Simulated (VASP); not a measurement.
# Al2Cu (Cmmm) in VASP: notebook

Runs on Al2Cu. Level: PBEsol. Tasks: single point.

Program: VASP 6.6.1. These are calculated values, not measurements. Logs are shortened: lines on timing, memory, paths and dates and some standing lists are left out, and cuts for length are marked.

## 1. The cell of the first run

Symmetry: Cmmm, No. 65, orthorhombic system. Conventional cell: a = 5.693 Å, b = 8.168 Å, c = 4.084 Å, α = 90.00°, β = 90.00°, γ = 90.00°. Al (site symmetry m2m) has 4 Cu at 2.50 Å and 6 Al at 2.75 to 3.03 Å within 3.3 Å. Al (site symmetry mmm) has 4 Cu at 2.49 Å and 6 Al at 2.75 to 2.85 Å within 3.3 Å. Al (site symmetry mmm) has 4 Cu at 2.49 Å and 6 Al at 2.85 to 3.03 Å within 3.3 Å. Within 3.3 Å of Cu (site symmetry 2/m) lie 8 Al at 2.49 to 2.50 Å and 2 Cu at 2.85 Å.

## 2. Single point, PBEsol (atoms displaced along a vibrational mode)

The input, INCAR:

```
  ALGO = Fast
  EDIFF = 1E-7
  ENCUT = 520
  GGA = PS
  ISIF = 2
  ISMEAR = 0
  LASPH = True
  LCHARG = True
  LELF = True
  LREAL = False
  LVHAR = True
  LWAVE = False
  NBANDS = 26
  NELM = 80
  PREC = Accurate
  SIGMA = 0.15
```

The input, KPOINTS:

```
k-points
0
Gamma
  12 10 10
```

The input, POSCAR:

```
Al2Cu
1.0
    4.0841721965      0.0000000000      0.0000000000
    0.0000000000      4.0841721965      2.8463947513
    0.0000000000     -4.0841721965      2.8463947513
Al Cu
4 2
Direct
    0.5000000000      0.7255152341      0.7744847659
    0.5000000000      0.2744847659      0.2255152341
    0.0000000000      0.5000000000      0.0000000000
    0.0000000000      0.0000000000      0.5000000000
    0.0000000000      0.0000000000      1.0000000000
    0.0000000000      0.5000000000      0.5000000000
```

Potentials or basis: VASP PAW PBE potentials, release 64 (Al, Cu).

The run is started by

```bash
> cat potpaw_PBE.64/Al/POTCAR potpaw_PBE.64/Cu/POTCAR > POTCAR
> mpirun -np 1 vasp_std > vasp.out
```

OUTCAR:

```text
EDIFF = 1E-7
   ENCUT = 520
   GGA = PS
   ISIF = 2
   ISMEAR = 0
   LASPH = True
   LREAL = False
   NELM = 80
   PREC = Accurate

 ion  position               nearest neighbor table
   1  0.500  0.726  0.774-   5 2.50   6 2.50   5 2.50   6 2.50   3 2.75   3 2.75   2 2.87   2 2.87
                             4 3.03   4 3.03
   2  0.500  0.274  0.226-   5 2.50   6 2.50   5 2.50   6 2.50   3 2.75   3 2.75   1 2.87   1 2.87
                             4 3.03   4 3.03
   3  0.000  0.500  0.000-   5 2.49   6 2.49   6 2.49   5 2.49   1 2.75   2 2.75   1 2.75   2 2.75
                             4 2.85   4 2.85
   4  0.000  0.000  0.500-   5 2.49   6 2.49   5 2.49   6 2.49   3 2.85   3 2.85   1 3.03   2 3.03
                             1 3.03   2 3.03
   5  0.000  0.000  0.000-   3 2.49   4 2.49   4 2.49   3 2.49   1 2.50   2 2.50   1 2.50   2 2.50

   6  0.000  0.500  0.500-   3 2.49   4 2.49   3 2.49   4 2.49   1 2.50   2 2.50   1 2.50   2 2.50

  LATTYP: Found a base centered orthorhombic cell.
 ALAT       =     5.6927895026
 B/A-ratio  =     1.4348579706
 C/A-ratio  =     0.7174289853

  Lattice vectors:

 A1 = (   0.0000000000,   4.0841721965,   2.8463947513)
 A2 = (   0.0000000000,  -4.0841721965,   2.8463947513)
 A3 = (   4.0841721965,   0.0000000000,   0.0000000000)

Analysis of symmetry for initial positions (statically):
=====================================================================
 Subroutine PRICEL returns:
 Original cell was already a primitive cell.

 Routine SETGRP: Setting up the symmetry group for a
 base centered orthorhombic supercell.

 Subroutine GETGRP returns: Found  8 space group operations
 (whereof  4 operations were pure point group operations)
 out of a pool of  8 trial point group operations.

The static configuration has the point symmetry C_2h.
 The point group associated with its full space group is D_2h.

Analysis of symmetry for dynamics (positions and initial velocities):
=====================================================================
 Subroutine PRICEL returns:
 Original cell was already a primitive cell.

 Routine SETGRP: Setting up the symmetry group for a
 base centered orthorhombic supercell.

 Subroutine GETGRP returns: Found  8 space group operations
 (whereof  4 operations were pure point group operations)
 out of a pool of  8 trial point group operations.

The dynamic configuration has the point symmetry C_2h.
 The point group associated with its full space group is D_2h.

 Subroutine INISYM returns: Found  8 space group operations
 (whereof  4 operations are pure point group operations),
 and found     1 'primitive' translations

----------------------------------------------------------------------------------------

                                     Primitive cell

  volume of cell :      94.9584

  direct lattice vectors                    reciprocal lattice vectors
     4.084172196  0.000000000  0.000000000     0.244847659  0.000000000  0.000000000
     0.000000000  4.084172196  2.846394751     0.000000000  0.122423829  0.175660807
     0.000000000 -4.084172196  2.846394751     0.000000000 -0.122423829  0.175660807

  length of vectors
     4.084172196  4.978195015  4.978195015     0.244847659  0.214112852  0.214112852

  position of ions in fractional coordinates (direct lattice)
     0.500000000  0.725515234  0.774484766
     0.500000000  0.274484766  0.225515234
     0.000000000  0.500000000  0.000000000
     0.000000000  0.000000000  0.500000000
     0.000000000  0.000000000  0.000000000
     0.000000000  0.500000000  0.500000000

  ion indices of the primitive-cell ions
   primitive index   ion index
                 1           1
                 2           2
                 3           3
                 4           4
                 5           5
                 6           6

----------------------------------------------------------------------------------------

 KPOINTS: k-points

Automatic generation of k-mesh.
 Grid dimensions read from file:
 generate k-points for:   12   10   10

 Generating k-lattice:

  Cartesian coordinates                     Fractional coordinates (reciprocal lattice)
     0.020403972  0.000000000  0.000000000     0.083333333  0.000000000  0.000000000
     0.000000000  0.012242383  0.017566081     0.000000000  0.100000000  0.000000000
     0.000000000 -0.012242383  0.017566081     0.000000000  0.000000000  0.100000000

  Length of vectors
     0.020403972  0.021411285  0.021411285

  Shift w.r.t. Gamma in fractional coordinates (k-lattice)
     0.000000000  0.000000000  0.000000000

 Subroutine IBZKPT returns following result:
 ===========================================

 Found    217 irreducible k-points:

 Following reciprocal coordinates:
            Coordinates               Weight
  0.000000  0.000000  0.000000      1.000000
  0.083333  0.000000  0.000000      2.000000
  0.166667  0.000000  0.000000      2.000000
  0.250000  0.000000  0.000000      2.000000
  0.333333  0.000000  0.000000      2.000000
  0.416667  0.000000  0.000000      2.000000
[... 16 lines left out ...]
  0.083333  0.300000 -0.000000      8.000000
  0.166667  0.300000 -0.000000      8.000000
 [... further k-points ...]
   k-points           NKPTS =    217   k-points in BZ     NKDIM =    217   number of bands    NBANDS=     26
   number of dos      NEDOS =    301   number of ions     NIONS =      6
   total plane-waves  NPLWV =  48000
   dimension x,y,z NGX =    30 NGY =   40 NGZ =   40
   dimension x,y,z NGXF=    60 NGYF=   80 NGZF=   80
   ions per type =               4   2
   NGX,Y,Z   is equivalent  to a cutoff of  12.21, 13.36, 13.36 a.u.
   NGXF,Y,Z  is equivalent  to a cutoff of  24.42, 26.72, 26.72 a.u.
 SYSTEM =  unknown system
   PREC   = accura    normal or accurate (medium, high low for compatibility)
   ISTART =      0    job   : 0-new  1-cont  2-samecut
   ICHARG =      2    charge: 1-file 2-atom 10-const
   ISPIN  =      1    spin polarized calculation?
   LNONCOLLINEAR =      F non collinear calculations
   LSORBIT =      F    spin-orbit coupling
   LASPH  =      T    aspherical Exc in radial PAW
   ENCUT  =  520.0 eV  38.22 Ry    6.18 a.u.   7.59  9.26  9.26*2*pi/ulx,y,z
   NELM   =     80;   NELMIN=  2; NELMDL= -5     # of ELM steps
   EDIFF  = 0.1E-06   stopping-criterion for ELM
   LREAL  =      F    real-space projection
   EDIFFG = 0.1E-05   stopping-criterion for IOM
   NSW    =      0    number of steps for IOM
   IBRION =     -1    ionic relax: 0-MD 1-quasi-New 2-CG
   NFREE  =      0    steps in history (QN), initial steepest desc. (CG)
   ISIF   =      2    stress and relaxation
   ISYM   =      2    0-nonsym 1-usesym 2-fastsym
   POTIM  = 0.5000    time-step for ionic-motion
   TEBEG  =    0.0;   TEEND  =   0.0 temperature during run
   PSTRESS=    0.0 pullay stress
   NELECT =      34.0000    total number of electrons
   NUPDOWN=      -1.0000    fix difference up-down
   EMIN   =  10.00;   EMAX   =-10.00  energy-range for DOS
   EFERMI =   0.00;   METHOD = LEGACY
   ISMEAR =     0;   SIGMA  =   0.15  broadening in eV -4-tet -1-fermi 0-gaus
   EFERMI_NEDOS =   21; number of points for ismear=-14 and -15
   IALGO  =     68    algorithm
   IMIX   =      4    mixing-type and parameters
     AMIX     =   0.40;   BMIX     =  1.00
     AMIX_MAG =   1.60;   BMIX_MAG =  1.00
  volume/ion in A,a.u.               =      15.83       106.80
  Fermi-wavevector in a.u.,A,eV,Ry     =   1.162492  2.196792 18.386753  1.351388
  Thomas-Fermi vector in A             =   2.299053
   LORBIT       =      0    0 simple, 1 ext, 2 COOP (PROOUT), +10 PAW based schemes
   GGA     = PS    functional components
   LHFCALC =     F    Hartree Fock is set to
   AEXX    =    0.0000 exact exchange contribution
   IVDW    =     0    specifies the selected vdW correction
   LEPSILON=     F    determine dielectric tensor
   LRPA    =     F    only Hartree local field effects (RPA)
 non-spin polarized calculation
 RMM-DIIS sequential band-by-band and
 Gauss-broadening in eV      SIGMA  =   0.15
  energy-cutoff  :      520.00
  volume of cell :       94.96
 maximum number of plane-waves:      2577
   NGX = 15   NGY = 19   NGZ = 19

 number of electron      34.0000013 magnetization

 Free energy of the ion-electron system (eV)
  ---------------------------------------------------
  ext. energy  EPLUGINS =         0.00000000
  ---------------------------------------------------
  free energy    TOTEN  =       -25.12109263 eV

  energy without entropy =      -25.10075948  energy(sigma->0) =      -25.11092605

 E-fermi :   7.3374     XC(G=0): -10.5904

 val. band max:        7.3368746159   @ k =   0.0833   0.5000   0.3000
 cond. band min:       7.3413552545   @ k =   0.5000   0.5000   0.1000
 fundamental gap:      0.0044806386
 Fermi energy:         7.3373668531

 k-point     1 :       0.0000    0.0000    0.0000
  band No.  band energies     occupation
      1      -3.3761      2.00000
      2       1.3659      2.00000
      3       1.8172      2.00000
      4       2.1363      2.00000
      5       2.2679      2.00000
      6       2.3141      2.00000
[... 18 lines left out ...]
     25      13.4537      0.00000
     26      13.4791      0.00000

 k-point     2 :       0.0833    0.0000    0.0000
  band No.  band energies     occupation
      1      -3.3171      2.00000
      2       1.3848      2.00000
      3       1.7858      2.00000
      4       2.1045      2.00000
      5       2.1882      2.00000
      6       2.2984      2.00000
[... 18 lines left out ...]
     25      12.9736      0.00000
     26      13.5229      0.00000

 k-point     3 :       0.1667    0.0000    0.0000
  band No.  band energies     occupation
      1      -3.1415      2.00000
      2       1.4371      2.00000
      3       1.6295      2.00000
      4       1.9506      2.00000
      5       2.2587      2.00000
      6       2.3382      2.00000
[... 572 lines left out ...]
 k-point    23 :       0.0833    0.3000   -0.0000
  band No.  band energies     occupation
      1      -2.7112      2.00000
      2      -0.1411      2.00000
      3       1.5726      2.00000
      4       1.8255      2.00000
      5       2.3806      2.00000
      6       2.4113      2.00000
[... 18 lines left out ...]
     25      13.0913      0.00000
     26      13.7064      0.00000

 k-point    24 :       0.1667    0.3000   -0.0000
  band No.  band energies     occupation
      1      -2.5367      2.00000
      2       0.0156      2.00000
      3       1.6303      2.00000
      4       1.7674      2.00000
      5       2.3356      2.00000
      6       2.3582      2.00000
[... 18 lines left out ...]
     25      12.5617      0.00000
     26      14.1393      0.00000

 [... further k-points ...]

------------------------ aborting loop because EDIFF is reached ----------------------------------------

  FORCE on cell =-STRESS in cart. coord.  units (eV):
  Direction    XX          YY          ZZ          XY          YZ          ZX
  --------------------------------------------------------------------------------------
  -------------------------------------------------------------------------------------
  Total        0.8111759      0.5545679     -0.6757335      0.0000000     -0.0000000      0.0000000
  in kB       13.6865008      9.3569024    -11.4012597      0.0000000     -0.0000000      0.0000000
  external PRESSURE =       3.8807145 kB  Pullay stress =       0.0000000 kB

 VOLUME and BASIS-vectors are now :
 -----------------------------------------------------------------------------
  energy-cutoff  :      520.00
  volume of cell :       94.96
      direct lattice vectors                 reciprocal lattice vectors
     4.084172196  0.000000000  0.000000000     0.244847659  0.000000000  0.000000000
     0.000000000  4.084172196  2.846394751     0.000000000  0.122423829  0.175660807
     0.000000000 -4.084172196  2.846394751     0.000000000 -0.122423829  0.175660807

 POSITION                                       TOTAL-FORCE (eV/Angst)
 -----------------------------------------------------------------------------------
      2.04209     -0.20000      4.26959         0.000000      0.127382      0.000000
      2.04209      0.20000      1.42320         0.000000     -0.127382      0.000000
      0.00000      2.04209      1.42320         0.000000     -0.000000      0.000000
      0.00000     -2.04209      1.42320         0.000000     -0.000000      0.000000
      0.00000      0.00000      0.00000         0.000000     -0.000000      0.000000
      0.00000      0.00000      2.84639         0.000000     -0.000000      0.000000
 -----------------------------------------------------------------------------------
    total drift:                                0.000000      0.000000     -0.000000

  FREE ENERGIE OF THE ION-ELECTRON SYSTEM (eV)
  ---------------------------------------------------
  free  energy   TOTEN  =       -25.1210926289 eV

  energy  without entropy=      -25.1007594780  energy(sigma->0) =      -25.11092605
```

Wall time 11 min (1 thread of Intel Xeon Platinum 8488C (Sapphire Rapids), shared host); peak memory 0.54 GiB.

What came out:

| Item | Value |
| --- | --- |
| Free energy | -25.1211 eV |
| Pressure | 0.4 GPa |
| Largest force | 0.127 eV/Å |
| Band gap on the k mesh | zero (bands 17 and 18 overlap by 3.07 eV) |

Forces in eV/Å, atoms in the order of the input:
```
Al   0.000  0.127  0.000
Al   0.000 -0.127  0.000
Al   0.000  0.000  0.000
Al   0.000  0.000  0.000
Cu   0.000  0.000  0.000
Cu   0.000  0.000  0.000
```

Caveat: the cell differs from its parent crystal (atoms displaced along a vibrational mode); the PAW data sets were made with another functional, which shifts forces and pressure a little.

## 3. Single point, PBEsol (atoms displaced along a vibrational mode)

The input, INCAR:

```
ALGO     = Fast           # electronic algorithm
EDIFF    = 1E-6           # SCF threshold, eV
ENCUT    = 520            # plane-wave cutoff, eV
GGA      = PS             # functional
ISIF     = 2              # what is computed and relaxed
ISMEAR   = 0              # smearing method
LASPH    = True           # aspherical terms in the spheres
LCHARG   = False          # write CHGCAR
LREAL    = False          # projectors in reciprocal space
LWAVE    = False          # write WAVECAR
NBANDS   = 26             # bands
NELM     = 60             # most SCF steps
PREC     = Accurate       # precision mode
SIGMA    = 0.15           # smearing width, eV
```

KPOINTS is that of step 2.

POSCAR: that of step 2 with these lines changed.

```diff
@@ -8,4 +8,4 @@
 Direct
-    0.5000000000      0.7255152341      0.7744847659
-    0.5000000000      0.2744847659      0.2255152341
+    0.5000000000      0.7683635744      0.7316364256
+    0.5000000000      0.2316364256      0.2683635744
     0.0000000000      0.5000000000      0.0000000000
```

Potentials or basis: VASP PAW PBE potentials, release 64 (Al, Cu).

The run is started by

```bash
> cat potpaw_PBE.64/Al/POTCAR potpaw_PBE.64/Cu/POTCAR > POTCAR
> mpirun -np 1 vasp_std > vasp.out
```

It took 8.9 min on 1 thread of Intel Xeon Platinum 8488C (Sapphire Rapids), shared host; peak memory 0.54 GiB.

Results (log left out):

```yaml
Free_energy: -25.1315 eV
Pressure: 0.3 GPa
Largest_force: 0.082 eV/Å
Band_gap_on_the_k_mesh: zero (bands 17 and 18 overlap by 3.12 eV)
```

Forces on the atoms (eV/Å):
```
Al   0.000 -0.082  0.000
Al   0.000  0.082  0.000
Al   0.000  0.000  0.000
Al   0.000  0.000  0.000
Cu   0.000  0.000  0.000
Cu   0.000  0.000  0.000
```

Stress tensor (GPa, compression positive):
```
 1.02  0.00  0.00
 0.00  0.57  0.00
 0.00  0.00 -0.80
```

Levels at points of the mesh, in eV from the Fermi level:
| k point | band 15 | band 16 | band 17 | band 18 | band 19 | band 20 |
| --- | --- | --- | --- | --- | --- | --- |
| (0.00, 0.00, 0.00) | -2.46 | -2.45 | -1.72 | -0.08 | 0.80 | 3.70 |
| (0.50, 0.00, 0.00) | -2.27 | -1.14 | -0.95 | -0.83 | 0.01 | 0.04 |
| (0.00, 0.50, 0.00) | -0.50 | -0.25 | 0.42 | 0.54 | 1.26 | 1.45 |
| (0.50, 0.50, 0.00) | -2.25 | -2.15 | -1.04 | -0.51 | 2.22 | 2.34 |
| (0.00, 0.50, 0.50) | -1.13 | 1.39 | 1.55 | 1.92 | 2.54 | 2.66 |
| (0.50, 0.50, 0.50) | -3.11 | -2.59 | -2.47 | -1.56 | 3.78 | 3.95 |

Caveat: the cell differs from its parent crystal (atoms displaced along a vibrational mode); the PAW data sets were made with another functional, which shifts forces and pressure a little.
